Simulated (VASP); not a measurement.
The system is TePb.

```
Pb Te
1.0
     0.00000    3.26784    3.26784
     3.26784    0.00000    3.26784
     3.26784    3.26784    0.00000
Pb Te
1 1
Direct
  0.00000 0.00000 0.00000
  0.50000 0.50000 0.50000
```

Program: VASP 6.6.1. Alike in all runs: task single point; potentials or basis VASP PAW PBE potentials, release 64 (Pb_d, Te); no spin polarisation; cell as given; cutoff (eV) 520. Hardware: 1 thread of Intel(R) Xeon(R) 6975P-C (Granite Rapids) (shared host).

Order these runs on this cell by their wall time, lowest first.
A. level r2SCAN; k mesh 8 × 8 × 8; smearing gaussian 0.01 eV
B. level PBE; k mesh 8 × 8 × 8; smearing fermi-dirac 0.02 eV
C. level PBE; k mesh 4 × 4 × 4; smearing gaussian 0.01 eV

C (7.6 s), B (16 s), A (58 s).
